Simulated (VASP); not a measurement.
Here is a VASP 6.6.1 calculation.

The input INCAR:

```
  PREC = Accurate
  ENCUT = 520
  EDIFF = 1E-6
  ISMEAR = 0
  SIGMA = 0.1
  LREAL = F
  LASPH = T
  NELM = 150
  ALGO = Normal
  ISIF = 2
  LWAVE = F
  LCHARG = F
  ISPIN = 2
  MAGMOM = 1 0 0
  LORBIT = 11
  LMAXMIX = 4
  GGA = PE
  NBANDS = 26
```

The input KPOINTS:

```
regular mesh
0
Gamma
  6 6 6
```

Contents of POSCAR:

```
TaNbO
1.0
   -2.6158458931      2.6158458931      1.9464112778
    2.6158458931     -2.6158458931      1.9464112778
    2.6158458931      2.6158458931     -1.9464112778
Ta Nb O
1 1 1
Direct
    0.2500000000      0.7500000000      0.5000000000
    0.5000000000      0.5000000000      0.0000000000
    0.7500000000      0.2500000000      0.5000000000
```

Potentials or basis: VASP PAW PBE potentials, release 64 (Ta_pv, Nb_sv, O).

Run with:

```bash
$ cat potpaw_PBE.64/Ta_pv/POTCAR potpaw_PBE.64/Nb_sv/POTCAR potpaw_PBE.64/O/POTCAR > POTCAR
$ mpirun -np 1 vasp_std > vasp.out
```

Problem. Estimate the pressure.

Solution. 0.2 GPa.

Problem. What does it give for the band gap on the k mesh?

Solution. Zero (filled and empty bands overlap).

Problem. Predict the net moment.

Solution. 0.00 μB per cell.

Stress tensor (GPa, compression positive):
```
-0.04  0.00  0.00
 0.00 -0.04  0.00
 0.00  0.00  0.74
```

Caveat: spin-orbit coupling is left out, which moves the levels of the heavy elements.
